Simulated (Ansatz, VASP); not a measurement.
## KBr: VASP beside Ansatz

File INCAR:

```
PREC = Accurate
ENCUT = 520
EDIFF = 1E-6
ISMEAR = -1
SIGMA = 0.02
LREAL = False
LASPH = True
NELM = 80
ALGO = Normal
ISIF = 2
LWAVE = False
LCHARG = False
GGA = PE
NBANDS = 15
```

KPOINTS

```
regular mesh
0
Gamma
  6 6 6
```

File POSCAR:

```
KBr
1.0
    0.0000000000      3.3187590733      3.3011016647
    3.3187590733      0.0000000000      3.3011016647
    3.3187590733      3.3187590733      0.0000000000
K Br
1 1
Direct
    0.0000000000      0.0000000000      0.0000000000
    0.5000000000      0.5000000000      0.5000000000
```

Input for Ansatz:

```yaml
crystal:
  lattice:
    - [0.0, 3.3187590733, 3.3011016647]
    - [3.3187590733, 0.0, 3.3011016647]
    - [3.3187590733, 3.3187590733, 0.0]
  atoms:
    - { symbol: K, position: [0.0, 0.0, 0.0] }
    - { symbol: Br, position: [0.5, 0.5, 0.5] }
kpoints:
  mp_grid: { grid: [6, 6, 6] }
  band_path:
    path:
      - [0.0, 0.0, 0.0]
      - [0.5, 0.0, 0.5]
      - [0.625, 0.25, 0.625]
      - [0.375, 0.375, 0.75]
      - [0.5, 0.5, 0.5]
      - [0.5, 0.25, 0.75]
    npoints: 1
hamiltonian:
  xc: pbe
scf:
  occupations: { method: fermi_dirac, width: 0.02 }
  n_extra_bands: 4
output:
  forces: true
  stress: true
  eigenvalues: true
  write_density: true
  write_potential: true
  elf: true
  volumetric_format: npy
```

Change from the starting cell: epitaxial_xy strain +0.5%.

Alike in both runs: task single point; functional PBE; k mesh 6 × 6 × 6; occupations fermi-dirac, width 0.02 eV; no spin polarisation.

|  | VASP | Ansatz |
| --- | --- | --- |
| version | VASP 6.6.1 | Ansatz 0.2.0 |
| potentials or method | VASP PAW PBE potentials, release 64 (K_sv, Br) | plane waves, PAW |
| plane-wave cutoff (eV) | 520 | 420 |
| valence electrons in the cell | 16 | 16 |

VASP gave:

```
gap on the k mesh at the Fermi level (eV)                     : 4.40
pressure (GPa)                                                : 0.6
traceless stress, the component that is largest in VASP (GPa) : 0.11
```

Problem. What did Ansatz give for the same quantities?

Solution. gap on the k mesh at the Fermi level (eV): 4.40; pressure (GPa): 0.5; traceless stress, the component that is largest in VASP (GPa): 0.11.
